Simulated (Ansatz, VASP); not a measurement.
ZnO: VASP beside Ansatz

```xyz
4
Lattice="3.2494 0.0000 0.0000 -1.6247 2.8141 0.0000 0.0000 0.0000 5.2038" Properties=species:S:1:pos:R:3 pbc="T T T"
Zn    0.0000    1.8760    0.0000
Zn    1.6247    0.9380    2.6019
O     0.0000    1.8760    1.9884
O     1.6247    0.9380    4.5903
```

Alike in both runs: task single point; functional r2SCAN; k mesh 12 × 12 × 6; occupations gaussian, width 0.05 eV; no spin polarisation.

```csv
,VASP,Ansatz
version,VASP 6.6.1,Ansatz 0.2.0
potentials or method,"VASP PAW PBE potentials, release 64 (Zn, O), cutoff 520 eV","scalar-relativistic, plane waves, PAW"
valence electrons in the cell,36,36
```

|  | VASP | Ansatz | Ansatz less VASP |
| --- | --- | --- | --- |
| gap on the k mesh at the Fermi level (eV) | 1.23 | 1.23 | +0.004 |
| least direct gap on the mesh (eV) | 1.23 | 1.23 | +0.004 |
| pressure (GPa) | -0.1 | -1.1 | -1.00 |
| traceless stress, the component that is largest in VASP (GPa) | 0.23 | 0.15 | -0.085 |
| rms of the force components (eV/Å) | 0.011 | 0.018 | +0.0071 |

VASP's potentials were made for PBE, not for r2SCAN. Atom by atom the forces differ by 0.007 eV/Å (rms over components).
